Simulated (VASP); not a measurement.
# Cs11Br12 (a cell with a defect) in VASP: single point with PBE

Aim: the single point of Cs11Br12 (a cell with a defect) with PBE.

Program: VASP 6.6.1. These are calculated values, not measurements. Logs are shortened: lines on timing, memory, paths and dates and some standing lists are left out, and cuts for length are marked.

## Step 1: The cell of the first run

The cell holds a defect, 23 atoms: a = 10.752 Å, b = 10.752 Å, c = 10.752 Å, α = 80.41°, β = 70.53°, γ = 60.00°.

## Step 2: Single point, PBE

INCAR reads:

```
SYSTEM = Cs11Br12
PREC     = Accurate       ! precision mode
ENCUT    = 400            ! plane-wave cutoff, eV
EDIFF    = 1E-6           ! SCF threshold, eV
ISMEAR   = 0              ! smearing method
SIGMA    = 0.05           ! smearing width, eV
LREAL    = .False.        ! projectors in reciprocal space
LASPH    = .True.         ! aspherical terms in the spheres
NELM     = 120            ! most SCF steps
ALGO     = Normal         ! electronic algorithm
ISIF     = 2              ! what is computed and relaxed
LWAVE    = .False.        ! write WAVECAR
LCHARG   = .False.        ! write CHGCAR
GGA      = PE             ! functional
NELECT   = 184.0        
NBANDS   = 108            ! bands
GGA_COMPAT= .False.
```

KPOINTS reads:

```
Automatic mesh
0
Gamma
  2 2 2
  0 0 0
```

POSCAR reads:

```
Cs11Br12
1.0
    8.7786203480      4.3893101740      4.3893101740
    4.3893101740     -4.3893101740      8.7786203480
    8.7786203480     -4.3893101740     -4.3893101740
Cs Br
11 12
Direct
    0.6250000000      0.0000000000      0.6250000000
    0.8355995161      0.3207807765      0.5038227162
    0.5774761495      0.3309636169      0.2509813383
    0.6725238505      0.6690363831     -0.0009813383
   -0.0185830029      0.0000000000     -0.0152245898
    0.0936197074      0.3207807765      0.7461772838
    0.1563802926      0.6792192235      0.5038227162
    0.9084397665      0.6690363831      0.2509813383
    0.2685830029      0.0000000000      0.2652245898
    0.3415602335      0.3309636169     -0.0009813383
    0.4144004839      0.6792192235      0.7461772838
    0.3498967350      0.0000000000      0.9019168233
    0.6250000000      0.0000000000      0.1250000000
    0.7033739795      0.3450525131      0.8771638972
    0.4424270428      0.3651459144      0.6250000000
    0.5466260205      0.6549474869      0.3728361028
    0.9001032650      0.0000000000      0.3480831767
    0.9559611649      0.3380776703      0.1250000000
    0.0484264926      0.6549474869      0.8771638972
    0.8075729572      0.6348540856      0.6250000000
    0.1250000000      0.0000000000      0.6250000000
    0.2015735074      0.3450525131      0.3728361028
    0.2940388351      0.6619223297      0.1250000000
```

Potentials or basis: VASP PAW PBE potentials, release 64 (Cs_sv, Br).

Started as:

```sh
$ cat potpaw_PBE.64/Cs_sv/POTCAR potpaw_PBE.64/Br/POTCAR > POTCAR
$ mpirun -np 1 vasp_std > vasp.out
```

OUTCAR:

```text
SYSTEM = Cs11Br12
   PREC = Accurate
   ENCUT = 400
   EDIFF = 1E-6
   ISMEAR = 0
   LREAL = .False.
   LASPH = .True.
   NELM = 120
   ISIF = 2
   GGA = PE
   NELECT = 184.0

 ion  position               nearest neighbor table
   1  0.625  0.000  0.625-
   2  0.836  0.321  0.504-
   3  0.577  0.331  0.251-
   4  0.673  0.669  0.999-
   5  0.981  0.000  0.985-
   6  0.094  0.321  0.746-
[... 15 lines left out ...]
  22  0.202  0.345  0.373-
  23  0.294  0.662  0.125-

  LATTYP: Found a base centered monoclinic cell.
 ALAT       =    10.7515702491
 B/A-ratio  =     1.7320508076
 C/A-ratio  =     1.0000000000
 COS(beta)  =    -0.3333333333

  Lattice vectors:

 A1 = (  -4.3893101740,  -8.7786203480,   4.3893101740)
 A2 = (  -4.3893101740,   4.3893101740,  -8.7786203480)
 A3 = (   8.7786203480,  -4.3893101740,  -4.3893101740)

Analysis of symmetry for initial positions (statically):
=====================================================================
 Subroutine PRICEL returns:
 Original cell was already a primitive cell.

 Routine SETGRP: Setting up the symmetry group for a
 base centered monoclinic supercell.

 Subroutine GETGRP returns: Found  4 space group operations
 (whereof  2 operations were pure point group operations)
 out of a pool of  4 trial point group operations.

The static configuration has the point symmetry C_1h.
 The point group associated with its full space group is C_2h.

Analysis of symmetry for dynamics (positions and initial velocities):
=====================================================================
 Subroutine PRICEL returns:
 Original cell was already a primitive cell.

 Routine SETGRP: Setting up the symmetry group for a
 base centered monoclinic supercell.

 Subroutine GETGRP returns: Found  4 space group operations
 (whereof  2 operations were pure point group operations)
 out of a pool of  4 trial point group operations.

The dynamic configuration has the point symmetry C_1h.
 The point group associated with its full space group is C_2h.

 Subroutine INISYM returns: Found  4 space group operations
 (whereof  2 operations are pure point group operations),
 and found     1 'primitive' translations

----------------------------------------------------------------------------------------

                                     Primitive cell

  volume of cell :    1014.7757

  direct lattice vectors                    reciprocal lattice vectors
     8.778620348  4.389310174  4.389310174     0.056956558  0.094927597  0.018985519
     4.389310174 -4.389310174  8.778620348     0.000000000 -0.075942077  0.075942077
     8.778620348 -4.389310174 -4.389310174     0.056956558 -0.056956558 -0.056956558

  length of vectors
    10.751570249 10.751570249 10.751570249     0.112319847  0.107398316  0.098651652

  position of ions in fractional coordinates (direct lattice)
     0.625000000  0.000000000  0.625000000
     0.835599516  0.320780777  0.503822716
     0.577476150  0.330963617  0.250981338
     0.672523850  0.669036383  0.999018662
     0.981416997  0.000000000  0.984775410
     0.093619707  0.320780777  0.746177284
[... 15 lines left out ...]
     0.201573507  0.345052513  0.372836103
     0.294038835  0.661922330  0.125000000

  ion indices of the primitive-cell ions
   primitive index   ion index
                 1           1
                 2           2
                 3           3
                 4           4
                 5           5
                 6           6
[... 15 lines left out ...]
                22          22
                23          23

----------------------------------------------------------------------------------------

 KPOINTS: Automatic mesh

Automatic generation of k-mesh.
 Grid dimensions read from file:
 generate k-points for:    2    2    2

 Generating k-lattice:

  Cartesian coordinates                     Fractional coordinates (reciprocal lattice)
     0.028478279  0.047463798  0.009492760     0.500000000  0.000000000 -0.000000000
     0.000000000 -0.037971039  0.037971039     0.000000000  0.500000000  0.000000000
     0.028478279 -0.028478279 -0.028478279     0.000000000  0.000000000  0.500000000

  Length of vectors
     0.056159924  0.053699158  0.049325826

  Shift w.r.t. Gamma in fractional coordinates (k-lattice)
     0.000000000  0.000000000  0.000000000

 Subroutine IBZKPT returns following result:
 ===========================================

 Found      6 irreducible k-points:

 Following reciprocal coordinates:
            Coordinates               Weight
  0.000000  0.000000  0.000000      1.000000
  0.500000 -0.000000  0.000000      2.000000
  0.000000  0.500000  0.000000      1.000000
  0.000000  0.000000  0.500000      1.000000
  0.500000 -0.000000  0.500000      2.000000
  0.000000  0.500000  0.500000      1.000000
   k-points           NKPTS =      6   k-points in BZ     NKDIM =      6   number of bands    NBANDS=    108
   number of dos      NEDOS =    301   number of ions     NIONS =     23
   total plane-waves  NPLWV = 343000
   dimension x,y,z NGX =    70 NGY =   70 NGZ =   70
   dimension x,y,z NGXF=   140 NGYF=  140 NGZF=  140
   ions per type =              11  12
   NGX,Y,Z   is equivalent  to a cutoff of  10.82, 10.82, 10.82 a.u.
   NGXF,Y,Z  is equivalent  to a cutoff of  21.65, 21.65, 21.65 a.u.
 SYSTEM =  Cs11Br12
   PREC   = accura    normal or accurate (medium, high low for compatibility)
   ISTART =      0    job   : 0-new  1-cont  2-samecut
   ICHARG =      2    charge: 1-file 2-atom 10-const
   ISPIN  =      1    spin polarized calculation?
   LNONCOLLINEAR =      F non collinear calculations
   LSORBIT =      F    spin-orbit coupling
   LASPH  =      T    aspherical Exc in radial PAW
   ENCUT  =  400.0 eV  29.40 Ry    5.42 a.u.  17.53 17.53 17.53*2*pi/ulx,y,z
   NELM   =    120;   NELMIN=  2; NELMDL= -5     # of ELM steps
   EDIFF  = 0.1E-05   stopping-criterion for ELM
   LREAL  =      F    real-space projection
   EDIFFG = 0.1E-04   stopping-criterion for IOM
   NSW    =      0    number of steps for IOM
   IBRION =     -1    ionic relax: 0-MD 1-quasi-New 2-CG
   NFREE  =      0    steps in history (QN), initial steepest desc. (CG)
   ISIF   =      2    stress and relaxation
   ISYM   =      2    0-nonsym 1-usesym 2-fastsym
   POTIM  = 0.5000    time-step for ionic-motion
   TEBEG  =    0.0;   TEEND  =   0.0 temperature during run
   PSTRESS=    0.0 pullay stress
   NELECT =     184.0000    total number of electrons
   NUPDOWN=      -1.0000    fix difference up-down
   EMIN   =  10.00;   EMAX   =-10.00  energy-range for DOS
   EFERMI =   0.00;   METHOD = LEGACY
   ISMEAR =     0;   SIGMA  =   0.05  broadening in eV -4-tet -1-fermi 0-gaus
   EFERMI_NEDOS =   21; number of points for ismear=-14 and -15
   IALGO  =     38    algorithm
   IMIX   =      4    mixing-type and parameters
     AMIX     =   0.40;   BMIX     =  1.00
     AMIX_MAG =   1.60;   BMIX_MAG =  1.00
  volume/ion in A,a.u.               =      44.12       297.74
  Fermi-wavevector in a.u.,A,eV,Ry     =   0.926597  1.751014 11.681710  0.858581
  Thomas-Fermi vector in A             =   2.052576
   LORBIT       =      0    0 simple, 1 ext, 2 COOP (PROOUT), +10 PAW based schemes
   GGA     = PE    functional components
   LHFCALC =     F    Hartree Fock is set to
   AEXX    =    0.0000 exact exchange contribution
   IVDW    =     0    specifies the selected vdW correction
   LEPSILON=     F    determine dielectric tensor
   LRPA    =     F    only Hartree local field effects (RPA)
 non-spin polarized calculation
 Gauss-broadening in eV      SIGMA  =   0.05
  energy-cutoff  :      400.00
  volume of cell :     1014.78
 maximum number of plane-waves:     18567
   NGX = 35   NGY = 35   NGZ = 35

 number of electron     183.9999997 magnetization

 Free energy of the ion-electron system (eV)
  ---------------------------------------------------
  ext. energy  EPLUGINS =         0.00000000
  ---------------------------------------------------
  free energy    TOTEN  =       -67.92018030 eV

  energy without entropy =      -67.92018030  energy(sigma->0) =      -67.92018030

 E-fermi :  -0.5417     XC(G=0):  -7.5229

 val. band max:       -0.8070128017   @ k =   0.0000   0.5000   0.0000
 cond. band min:       3.2657327690   @ k =   0.0000   0.0000   0.0000
 fundamental gap:      4.0727455707
 Fermi energy:        -0.5417328053

 k-point     1 :       0.0000    0.0000    0.0000
  band No.  band energies     occupation
      1     -20.9492      2.00000
      2     -20.7830      2.00000
      3     -20.7551      2.00000
      4     -20.7512      2.00000
      5     -20.7481      2.00000
      6     -20.7470      2.00000
[... 96 lines left out ...]
    103       5.2786      0.00000
    104       5.3780      0.00000

 k-point     2 :       0.5000   -0.0000    0.0000
  band No.  band energies     occupation
      1     -20.9491      2.00000
      2     -20.7728      2.00000
      3     -20.7712      2.00000
      4     -20.7501      2.00000
      5     -20.7496      2.00000
      6     -20.7463      2.00000
[... 96 lines left out ...]
    103       5.1104      0.00000
    104       5.1694      0.00000

 k-point     3 :       0.0000    0.5000    0.0000
  band No.  band energies     occupation
      1     -20.9491      2.00000
      2     -20.7807      2.00000
      3     -20.7573      2.00000
      4     -20.7527      2.00000
      5     -20.7475      2.00000
      6     -20.7461      2.00000
[... 96 lines left out ...]
    103       5.0400      0.00000
    104       5.0552      0.00000

 k-point     4 :       0.0000    0.0000    0.5000
  band No.  band energies     occupation
      1     -20.9492      2.00000
      2     -20.7750      2.00000
      3     -20.7685      2.00000
      4     -20.7550      2.00000
      5     -20.7513      2.00000
      6     -20.7438      2.00000
[... 96 lines left out ...]
    103       5.0469      0.00000
    104       5.1694      0.00000

 k-point     5 :       0.5000   -0.0000    0.5000
  band No.  band energies     occupation
      1     -20.9491      2.00000
      2     -20.7689      2.00000
      3     -20.7677      2.00000
      4     -20.7598      2.00000
      5     -20.7596      2.00000
      6     -20.7378      2.00000
[... 96 lines left out ...]
    103       5.0948      0.00000
    104       5.1683      0.00000

 k-point     6 :       0.0000    0.5000    0.5000
  band No.  band energies     occupation
      1     -20.9491      2.00000
      2     -20.7740      2.00000
      3     -20.7659      2.00000
      4     -20.7568      2.00000
      5     -20.7534      2.00000
      6     -20.7451      2.00000
[... 96 lines left out ...]
    103       5.0822      0.00000
    104       5.1456      0.00000
 [bands above 104 left out]

------------------------ aborting loop because EDIFF is reached ----------------------------------------

  FORCE on cell =-STRESS in cart. coord.  units (eV):
  Direction    XX          YY          ZZ          XY          YZ          ZX
  --------------------------------------------------------------------------------------
  -------------------------------------------------------------------------------------
  Total        5.0894855      7.0709415      7.0709415      0.0631290     -0.3329526      0.0631291
  in kB        8.0355277     11.1639470     11.1639470      0.0996712     -0.5256819      0.0996713
  external PRESSURE =      10.1211406 kB  Pullay stress =       0.0000000 kB

 VOLUME and BASIS-vectors are now :
 -----------------------------------------------------------------------------
  energy-cutoff  :      400.00
  volume of cell :     1014.78
      direct lattice vectors                 reciprocal lattice vectors
     8.778620348  4.389310174  4.389310174     0.056956558  0.094927597  0.018985519
     4.389310174 -4.389310174  8.778620348     0.000000000 -0.075942077  0.075942077
     8.778620348 -4.389310174 -4.389310174     0.056956558 -0.056956558 -0.056956558

 POSITION                                       TOTAL-FORCE (eV/Angst)
 -----------------------------------------------------------------------------------
     10.97328      0.00000      0.00000        -0.000000     -0.000000      0.000000
     13.16629      0.04826      4.27228        -0.000065      0.000238     -0.002160
      8.72542     -0.01961      4.33849         0.001659      0.002580     -0.000276
     17.61045     -4.36970      4.44013        -0.001659     -0.002580      0.000276
     17.26046     -0.01474     -0.01474         0.002205      0.001533      0.001533
      8.78027     -4.27228     -0.04826         0.000065      0.002160     -0.000238
[... 15 lines left out ...]
      6.55707     -2.26627      2.27736         0.000366      0.001747     -0.004064
      6.58397     -2.16342      6.55273         0.000000     -0.003170      0.003170
 -----------------------------------------------------------------------------------
    total drift:                               -0.000000      0.000000      0.000000

  FREE ENERGIE OF THE ION-ELECTRON SYSTEM (eV)
  ---------------------------------------------------
  free  energy   TOTEN  =       -67.9201802994 eV

  energy  without entropy=      -67.9201802994  energy(sigma->0) =      -67.92018030
```

It took 8.4 min on 1 thread of Intel Xeon 6975P-C (Granite Rapids), shared host; peak memory 0.84 GiB.

Results:

```
Free energy   : -67.9202 eV
Largest force : 0.006 eV/Å
```

Forces in eV/Å, atoms in the order of the input:
```
Cs   0.000  0.000  0.000
Cs   0.000  0.000 -0.002
Cs   0.002  0.003  0.000
Cs  -0.002 -0.003  0.000
Cs   0.002  0.002  0.002
Cs   0.000  0.002  0.000
Cs   0.000 -0.002  0.000
Cs   0.002  0.000  0.003
Cs  -0.002 -0.002 -0.002
Cs  -0.002  0.000 -0.003
Cs   0.000  0.000  0.002
Br   0.001 -0.004 -0.004
Br   0.000  0.000  0.000
Br   0.000  0.004 -0.002
Br   0.000 -0.003  0.003
Br   0.000 -0.004  0.002
Br  -0.001  0.004  0.004
Br   0.000  0.003 -0.003
Br   0.000 -0.002  0.004
Br   0.000  0.003 -0.003
Br   0.000  0.000  0.000
Br   0.000  0.002 -0.004
Br   0.000 -0.003  0.003
```

Caveat: the cell carries a net charge on a neutralising background, which shifts energy and pressure; the cell is charged against a uniform background, so pressure and absolute levels hang on convention; spin-orbit coupling is left out, which moves the levels of the heavy elements.
